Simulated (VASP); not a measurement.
# Ti (P6_3/mmc) in VASP: further runs, part 2 of 3

VASP 6.6.1. The steps go on from the part before.

## Step 3: Single point, PBEsol

This run uses another cell than the first one, of 14.72 Å³/atom, 1.100 times its volume.

INCAR

```
SYSTEM = Ti
  PREC = Accurate
  ENCUT = 520
  EDIFF = 1E-6
  ISMEAR = -1
  SIGMA = 0.05
  LREAL = .FALSE.
  LASPH = .TRUE.
  NELM = 100
  ALGO = Normal
  ISIF = 2
  LWAVE = .FALSE.
  LCHARG = .FALSE.
  GGA = PS
  NBANDS = 19
```

KPOINTS

```
Automatic mesh
0
G
  15 15 8
  0 0 0
```

POSCAR

```
Ti
1.0
    2.7766043642      0.0000000000      0.0000000000
   -1.3883021821      2.4046099156      0.0000000000
    0.0000000000      0.0000000000      4.4101396098
Ti
2
Direct
    0.3333333333      0.6666666667      0.2500000000
    0.6666666667      0.3333333333      0.7500000000
```

Potentials or basis: VASP PAW PBE potentials, release 64 (Ti_sv).

Started as:

```
$ cat potpaw_PBE.64/Ti_sv/POTCAR > POTCAR
$ mpirun -np 1 vasp_std > vasp.out
```

OUTCAR:

```text
SYSTEM = Ti
   PREC = Accurate
   ENCUT = 520
   EDIFF = 1E-6
   ISMEAR = -1
   LREAL = .FALSE.
   LASPH = .TRUE.
   NELM = 100
   ISIF = 2
   GGA = PS

 ion  position               nearest neighbor table
   1  0.333  0.667  0.250-   2 2.73   2 2.73   2 2.73   2 2.73   2 2.73   2 2.73
   2  0.667  0.333  0.750-   1 2.73   1 2.73   1 2.73   1 2.73   1 2.73   1 2.73

  LATTYP: Found a hexagonal cell.
 ALAT       =     2.7766043642
 C/A-ratio  =     1.5883212123

  Lattice vectors:

 A1 = (   2.7766043642,   0.0000000000,   0.0000000000)
 A2 = (  -1.3883021821,   2.4046099156,   0.0000000000)
 A3 = (   0.0000000000,   0.0000000000,   4.4101396098)

Analysis of symmetry for initial positions (statically):
=====================================================================
 Subroutine PRICEL returns:
 Original cell was already a primitive cell.

 Routine SETGRP: Setting up the symmetry group for a
 hexagonal supercell.

 Subroutine GETGRP returns: Found 24 space group operations
 (whereof 12 operations were pure point group operations)
 out of a pool of 24 trial point group operations.

The static configuration has the point symmetry D_3d.
 The point group associated with its full space group is D_6h.

Analysis of symmetry for dynamics (positions and initial velocities):
=====================================================================
 Subroutine PRICEL returns:
 Original cell was already a primitive cell.

 Routine SETGRP: Setting up the symmetry group for a
 hexagonal supercell.

 Subroutine GETGRP returns: Found 24 space group operations
 (whereof 12 operations were pure point group operations)
 out of a pool of 24 trial point group operations.

The dynamic configuration has the point symmetry D_3d.
 The point group associated with its full space group is D_6h.

 Subroutine INISYM returns: Found 24 space group operations
 (whereof 12 operations are pure point group operations),
[... 111 lines left out ...]
   ISMEAR =    -1;   SIGMA  =   0.05  broadening in eV -4-tet -1-fermi 0-gaus
   EFERMI_NEDOS =   21; number of points for ismear=-14 and -15
   IALGO  =     38    algorithm
   IMIX   =      4    mixing-type and parameters
     AMIX     =   0.40;   BMIX     =  1.00
     AMIX_MAG =   1.60;   BMIX_MAG =  1.00
  volume/ion in A,a.u.               =      14.72        99.35
  Fermi-wavevector in a.u.,A,eV,Ry     =   1.529237  2.889840 31.818137  2.338567
  Thomas-Fermi vector in A             =   2.636886
   LORBIT       =      0    0 simple, 1 ext, 2 COOP (PROOUT), +10 PAW based schemes
   GGA     = PS    functional components
   LHFCALC =     F    Hartree Fock is set to
   AEXX    =    0.0000 exact exchange contribution
   IVDW    =     0    specifies the selected vdW correction
   LEPSILON=     F    determine dielectric tensor
   LRPA    =     F    only Hartree local field effects (RPA)
 non-spin polarized calculation
  energy-cutoff  :      520.00
  volume of cell :       29.44
 maximum number of plane-waves:       808
 NGX is ok and might be reduce to    24

 number of electron      23.9999992 magnetization

 Free energy of the ion-electron system (eV)
  ---------------------------------------------------
  ext. energy  EPLUGINS =         0.00000000
  ---------------------------------------------------
  free energy    TOTEN  =       -16.48059139 eV

  energy without entropy =      -16.46509234  energy(sigma->0) =      -16.47284187

 E-fermi :  10.0814     XC(G=0): -12.4493

 val. band max:       10.0751706053   @ k =   0.2000   0.2000   0.5000
 cond. band min:      10.0830995043   @ k =   0.4000   0.2000   0.2500
 fundamental gap:      0.0079288990
 Fermi energy:        10.0813870861

 k-point     1 :       0.0000    0.0000    0.0000
  band No.  band energies     occupation
      1     -46.3149      2.00000
      2     -46.0493      2.00000
      3     -23.2308      2.00000
      4     -22.1615      2.00000
      5     -22.1615      2.00000
      6     -22.0290      2.00000
[... 505 lines left out ...]
      6     -22.5561      2.00000
[... 11 lines left out ...]
     18      14.1837      0.00000
     19      16.2600      0.00000

 [... further k-points ...]

------------------------ aborting loop because EDIFF is reached ----------------------------------------

  FORCE on cell =-STRESS in cart. coord.  units (eV):
  Direction    XX          YY          ZZ          XY          YZ          ZX
  --------------------------------------------------------------------------------------
  -------------------------------------------------------------------------------------
  Total        3.3805784      3.3805784      3.3846302      0.0000000      0.0000000      0.0000000
  in kB      183.9461165    183.9461165    184.1665828      0.0000000      0.0000000      0.0000000
  external PRESSURE =     184.0196053 kB  Pullay stress =       0.0000000 kB

 VOLUME and BASIS-vectors are now :
 -----------------------------------------------------------------------------
  energy-cutoff  :      520.00
  volume of cell :       29.44
      direct lattice vectors                 reciprocal lattice vectors
     2.776604364  0.000000000  0.000000000     0.360152139  0.207933934  0.000000000
    -1.388302182  2.404609916  0.000000000     0.000000000  0.415867868  0.000000000
     0.000000000  0.000000000  4.410139610     0.000000000  0.000000000  0.226750191

 POSITION                                       TOTAL-FORCE (eV/Angst)
 -----------------------------------------------------------------------------------
     -0.00000      1.60307      1.10253         0.000000      0.000000      0.000000
      1.38830      0.80154      3.30760        -0.000000      0.000000      0.000000
 -----------------------------------------------------------------------------------
    total drift:                               -0.000000      0.000000     -0.000000

  FREE ENERGIE OF THE ION-ELECTRON SYSTEM (eV)
  ---------------------------------------------------
  free  energy   TOTEN  =       -16.4805913934 eV

  energy  without entropy=      -16.4650923427  energy(sigma->0) =      -16.47284187
```

stdout:

```text
POSCAR found type information on POSCAR Ti
 POSCAR found :  1 types and       2 ions
 scaLAPACK will be used
 -----------------------------------------------------------------------------
|                                                                             |
|                                                                             |
|     You enforced a specific xc type in the INCAR file but a different       |
|     I HOPE YOU KNOW WHAT YOU ARE DOING!                                     |
|                                                                             |
 -----------------------------------------------------------------------------

 LDA part: xc-table for (Slater+PW92), standard interpolation
 POSCAR, INCAR and KPOINTS ok, starting setup
 FFT: planning ... GRIDC
 FFT: planning ... GRID_SOFT
 FFT: planning ... GRID
 WAVECAR not read
 entering main loop
```

Run time: 84 s. Hardware: 1 thread of AMD EPYC 7R43 (Zen 3), shared host; peak memory 0.16 GiB.

Results:

| Item | Value |
| --- | --- |
| Free energy | -16.4806 eV |
| Pressure | 18.4 GPa |
| Band gap on the k mesh | zero (band 12 reaches 11.03 eV, above the bottom of band 13 at 9.76 eV) |

Caveat: the PAW data sets were made with another functional, which shifts forces and pressure a little.

## Step 4: Single point, PBEsol

INCAR

```
SYSTEM = Ti
PREC = Accurate
ENCUT = 520
EDIFF = 1E-6
ISMEAR = -1
SIGMA = 0.05
LREAL = .FALSE.
LASPH = .TRUE.
NELM = 80
ALGO = Normal
ISIF = 2
LWAVE = .FALSE.
LCHARG = .TRUE.
GGA = PS
LELF = .TRUE.
LVHAR = .TRUE.
NBANDS = 19
```

KPOINTS

```
regular mesh
0
G
  15 15 8
  0 0 0
```

Changes to POSCAR since step 3:

```diff
@@ -2,3 +2,3 @@
 1.0
-    2.7766043642      0.0000000000      0.0000000000
+    2.7766043641      0.0000000000      0.0000000000
    -1.3883021821      2.4046099156      0.0000000000
```

Potentials or basis: VASP PAW PBE potentials, release 64 (Ti_sv).

Started as:

```
$ cat potpaw_PBE.64/Ti_sv/POTCAR > POTCAR
$ mpirun -np 1 vasp_std > vasp.out
```

OUTCAR:

```text
SYSTEM = Ti
   PREC = Accurate
   ENCUT = 520
   EDIFF = 1E-6
   ISMEAR = -1
   LREAL = .FALSE.
   LASPH = .TRUE.
   NELM = 80
   ISIF = 2
   GGA = PS

 ion  position               nearest neighbor table
   1  0.333  0.667  0.250-   2 2.73   2 2.73   2 2.73   2 2.73   2 2.73   2 2.73
   2  0.667  0.333  0.750-   1 2.73   1 2.73   1 2.73   1 2.73   1 2.73   1 2.73

  LATTYP: Found a hexagonal cell.
 ALAT       =     2.7766043641
 C/A-ratio  =     1.5883212123

  Lattice vectors:

 A1 = (   2.7766043641,   0.0000000000,   0.0000000000)
 A2 = (  -1.3883021821,   2.4046099156,   0.0000000000)
 A3 = (   0.0000000000,   0.0000000000,   4.4101396098)

Analysis of symmetry for initial positions (statically):
=====================================================================
 Subroutine PRICEL returns:
 Original cell was already a primitive cell.

 Routine SETGRP: Setting up the symmetry group for a
 hexagonal supercell.

 Subroutine GETGRP returns: Found 24 space group operations
 (whereof 12 operations were pure point group operations)
 out of a pool of 24 trial point group operations.

The static configuration has the point symmetry D_3d.
 The point group associated with its full space group is D_6h.

Analysis of symmetry for dynamics (positions and initial velocities):
=====================================================================
 Subroutine PRICEL returns:
 Original cell was already a primitive cell.

 Routine SETGRP: Setting up the symmetry group for a
 hexagonal supercell.

 Subroutine GETGRP returns: Found 24 space group operations
 (whereof 12 operations were pure point group operations)
 out of a pool of 24 trial point group operations.

The dynamic configuration has the point symmetry D_3d.
 The point group associated with its full space group is D_6h.

 Subroutine INISYM returns: Found 24 space group operations
 (whereof 12 operations are pure point group operations),
 and found     1 'primitive' translations

----------------------------------------------------------------------------------------

                                     Primitive cell

  volume of cell :      29.4450

  direct lattice vectors                    reciprocal lattice vectors
     2.776604364  0.000000000  0.000000000     0.360152139  0.207933934  0.000000000
    -1.388302182  2.404609916  0.000000000     0.000000000  0.415867868  0.000000000
     0.000000000  0.000000000  4.410139610     0.000000000  0.000000000  0.226750191

  length of vectors
     2.776604364  2.776604364  4.410139610     0.415867868  0.415867868  0.226750191

  position of ions in fractional coordinates (direct lattice)
     0.333333333  0.666666667  0.250000000
     0.666666667  0.333333333  0.750000000

  ion indices of the primitive-cell ions
   primitive index   ion index
                 1           1
                 2           2

----------------------------------------------------------------------------------------

 KPOINTS: regular mesh

Automatic generation of k-mesh.
 Grid dimensions read from file:
 generate k-points for:   15   15    8

 Generating k-lattice:

  Cartesian coordinates                     Fractional coordinates (reciprocal lattice)
     0.024010143  0.013862262  0.000000000     0.066666667  0.000000000  0.000000000
     0.000000000  0.027724525  0.000000000     0.000000000  0.066666667  0.000000000
     0.000000000  0.000000000  0.028343774     0.000000000  0.000000000  0.125000000

  Length of vectors
     0.027724525  0.027724525  0.028343774

  Shift w.r.t. Gamma in fractional coordinates (k-lattice)
     0.000000000  0.000000000  0.000000000

 Subroutine IBZKPT returns following result:
 ===========================================

 Found    135 irreducible k-points:

 Following reciprocal coordinates:
            Coordinates               Weight
  0.000000  0.000000  0.000000      1.000000
  0.066667  0.000000  0.000000      6.000000
  0.133333  0.000000  0.000000      6.000000
  0.200000 -0.000000  0.000000      6.000000
  0.266667  0.000000  0.000000      6.000000
  0.333333  0.000000  0.000000      6.000000
[... 16 lines left out ...]
  0.333333  0.200000  0.000000     12.000000
  0.400000  0.200000  0.000000      6.000000
 [... further k-points ...]
   k-points           NKPTS =    135   k-points in BZ     NKDIM =    135   number of bands    NBANDS=     19
   number of dos      NEDOS =    301   number of ions     NIONS =      2
   total plane-waves  NPLWV =  20736
   dimension x,y,z NGX =    24 NGY =   24 NGZ =   36
   dimension x,y,z NGXF=    48 NGYF=   48 NGZF=   72
   ions per type =               2
   NGX,Y,Z   is equivalent  to a cutoff of  14.37, 14.37, 13.57 a.u.
   NGXF,Y,Z  is equivalent  to a cutoff of  28.74, 28.74, 27.14 a.u.
 SYSTEM =  Ti
   PREC   = accura    normal or accurate (medium, high low for compatibility)
   ISTART =      0    job   : 0-new  1-cont  2-samecut
   ICHARG =      2    charge: 1-file 2-atom 10-const
   ISPIN  =      1    spin polarized calculation?
   LNONCOLLINEAR =      F non collinear calculations
   LSORBIT =      F    spin-orbit coupling
   LASPH  =      T    aspherical Exc in radial PAW
   ENCUT  =  520.0 eV  38.22 Ry    6.18 a.u.   5.16  5.16  8.20*2*pi/ulx,y,z
   NELM   =     80;   NELMIN=  2; NELMDL= -5     # of ELM steps
   EDIFF  = 0.1E-05   stopping-criterion for ELM
   LREAL  =      F    real-space projection
   EDIFFG = 0.1E-04   stopping-criterion for IOM
   NSW    =      0    number of steps for IOM
   IBRION =     -1    ionic relax: 0-MD 1-quasi-New 2-CG
   NFREE  =      0    steps in history (QN), initial steepest desc. (CG)
   ISIF   =      2    stress and relaxation
   ISYM   =      2    0-nonsym 1-usesym 2-fastsym
   POTIM  = 0.5000    time-step for ionic-motion
   TEBEG  =    0.0;   TEEND  =   0.0 temperature during run
   PSTRESS=    0.0 pullay stress
   NELECT =      24.0000    total number of electrons
   NUPDOWN=      -1.0000    fix difference up-down
   EMIN   =  10.00;   EMAX   =-10.00  energy-range for DOS
   EFERMI =   0.00;   METHOD = LEGACY
   ISMEAR =    -1;   SIGMA  =   0.05  broadening in eV -4-tet -1-fermi 0-gaus
   EFERMI_NEDOS =   21; number of points for ismear=-14 and -15
   IALGO  =     38    algorithm
   IMIX   =      4    mixing-type and parameters
     AMIX     =   0.40;   BMIX     =  1.00
     AMIX_MAG =   1.60;   BMIX_MAG =  1.00
  volume/ion in A,a.u.               =      14.72        99.35
  Fermi-wavevector in a.u.,A,eV,Ry     =   1.529237  2.889840 31.818137  2.338567
  Thomas-Fermi vector in A             =   2.636886
   LORBIT       =      0    0 simple, 1 ext, 2 COOP (PROOUT), +10 PAW based schemes
   GGA     = PS    functional components
   LHFCALC =     F    Hartree Fock is set to
   AEXX    =    0.0000 exact exchange contribution
   IVDW    =     0    specifies the selected vdW correction
   LEPSILON=     F    determine dielectric tensor
   LRPA    =     F    only Hartree local field effects (RPA)
 non-spin polarized calculation
  energy-cutoff  :      520.00
  volume of cell :       29.44
 maximum number of plane-waves:       808
 NGX is ok and might be reduce to    24

 number of electron      23.9999992 magnetization

 Free energy of the ion-electron system (eV)
  ---------------------------------------------------
  ext. energy  EPLUGINS =         0.00000000
  ---------------------------------------------------
  free energy    TOTEN  =       -16.48059139 eV

  energy without entropy =      -16.46509234  energy(sigma->0) =      -16.47284187

 E-fermi :  10.0814     XC(G=0): -12.4493

 val. band max:       10.0751706058   @ k =   0.2000   0.2000   0.5000
 cond. band min:      10.0830995047   @ k =   0.4000   0.2000   0.2500
 fundamental gap:      0.0079288989
 Fermi energy:        10.0813870866

 k-point     1 :       0.0000    0.0000    0.0000
  band No.  band energies     occupation
      1     -46.3149      2.00000
      2     -46.0493      2.00000
      3     -23.2308      2.00000
      4     -22.1615      2.00000
      5     -22.1615      2.00000
      6     -22.0290      2.00000
[... 11 lines left out ...]
     18      12.0008      0.00000
     19      13.9069      0.00000
[... 485 lines left out ...]
 k-point    24 :       0.4000    0.2000    0.0000
  band No.  band energies     occupation
      1     -46.0549      2.00000
      2     -46.0014      2.00000
      3     -22.9045      2.00000
      4     -22.6973      2.00000
      5     -22.6227      2.00000
      6     -22.5561      2.00000
[... 11 lines left out ...]
     18      14.1837      0.00000
     19      16.2600      0.00000

 [... further k-points ...]

------------------------ aborting loop because EDIFF is reached ----------------------------------------

  FORCE on cell =-STRESS in cart. coord.  units (eV):
  Direction    XX          YY          ZZ          XY          YZ          ZX
  --------------------------------------------------------------------------------------
  -------------------------------------------------------------------------------------
  Total        3.3805784      3.3805784      3.3846302     -0.0000000     -0.0000000     -0.0000000
  in kB      183.9461162    183.9461163    184.1665836     -0.0000000     -0.0000000     -0.0000000
  external PRESSURE =     184.0196054 kB  Pullay stress =       0.0000000 kB

 VOLUME and BASIS-vectors are now :
 -----------------------------------------------------------------------------
  energy-cutoff  :      520.00
  volume of cell :       29.44
      direct lattice vectors                 reciprocal lattice vectors
     2.776604364  0.000000000  0.000000000     0.360152139  0.207933934  0.000000000
    -1.388302182  2.404609916  0.000000000     0.000000000  0.415867868  0.000000000
     0.000000000  0.000000000  4.410139610     0.000000000  0.000000000  0.226750191

 POSITION                                       TOTAL-FORCE (eV/Angst)
 -----------------------------------------------------------------------------------
     -0.00000      1.60307      1.10253         0.000000      0.000000      0.000000
      1.38830      0.80154      3.30760        -0.000000      0.000000      0.000000
 -----------------------------------------------------------------------------------
    total drift:                               -0.000000      0.000000     -0.000000

  FREE ENERGIE OF THE ION-ELECTRON SYSTEM (eV)
  ---------------------------------------------------
  free  energy   TOTEN  =       -16.4805913936 eV

  energy  without entropy=      -16.4650923430  energy(sigma->0) =      -16.47284187
```

stdout:

```text
POSCAR found type information on POSCAR Ti
 POSCAR found :  1 types and       2 ions
 scaLAPACK will be used
 -----------------------------------------------------------------------------
|                                                                             |
|                                                                             |
|     You enforced a specific xc type in the INCAR file but a different       |
|     I HOPE YOU KNOW WHAT YOU ARE DOING!                                     |
|                                                                             |
 -----------------------------------------------------------------------------

 LDA part: xc-table for (Slater+PW92), standard interpolation
 POSCAR, INCAR and KPOINTS ok, starting setup
 FFT: planning ... GRIDC
 FFT: planning ... GRID_SOFT
 FFT: planning ... GRID
 WAVECAR not read
 entering main loop
```

It took 1.9 min on 1 thread of AMD EPYC 7R43 (Zen 3), shared host; peak memory 0.16 GiB.

Results:

| Item | Value |
| --- | --- |
| Free energy | -16.4806 eV |
| Pressure | 18.4 GPa |
| Band gap on the k mesh | zero (band 12 reaches 11.03 eV, above the bottom of band 13 at 9.76 eV) |

Caveat: the PAW data sets were made with another functional, which shifts forces and pressure a little.

[end of part 2 of 3]
